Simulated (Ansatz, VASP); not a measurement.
## InSb in VASP and in Ansatz

```
CELL_PARAMETERS angstrom
0.00000 3.23910 2.97997
3.23910 0.00000 2.97997
3.23910 3.23910 0.00000
ATOMIC_POSITIONS crystal
In 0.00000 0.00000 0.00000
Sb 0.75000 0.75000 0.75000
```

Change from the starting cell: strain +0.000 along x and y, -0.080 along z, atoms carried along.

Alike in both runs: task single point; functional PBEsol; k mesh 12 × 12 × 12; occupations gaussian, width 0.15 eV; no spin polarisation.

|  | VASP | Ansatz |
| --- | --- | --- |
| version | VASP 6.6.1 | Ansatz 0.2.0 |
| potentials or method | VASP PAW PBE potentials, release 64 (In_d, Sb), cutoff 520 eV | scalar-relativistic, plane waves, PAW |
| valence electrons in the cell | 18 | 28 |

Ansatz gave:

```
gap on the k mesh at the Fermi level (eV)                     : 0.08
least direct gap on the mesh (eV)                             : 0.08
pressure (GPa)                                                : 5.4
traceless stress, the component that is largest in VASP (GPa) : 1.11
```

Problem. What did VASP give for the same quantities?

Solution. gap on the k mesh at the Fermi level (eV): 0.06; least direct gap on the mesh (eV): 0.06; pressure (GPa): 5.5; traceless stress, the component that is largest in VASP (GPa): 1.11.

VASP's potentials were made for PBE, not for PBEsol. With one functional, cell and mesh, what is left measures potentials, basis and numerics. VASP's potentials hold 18 valence electrons a cell and Ansatz's 28, so a difference there can come from the potentials and not from the codes.

Spin-orbit coupling is off throughout.
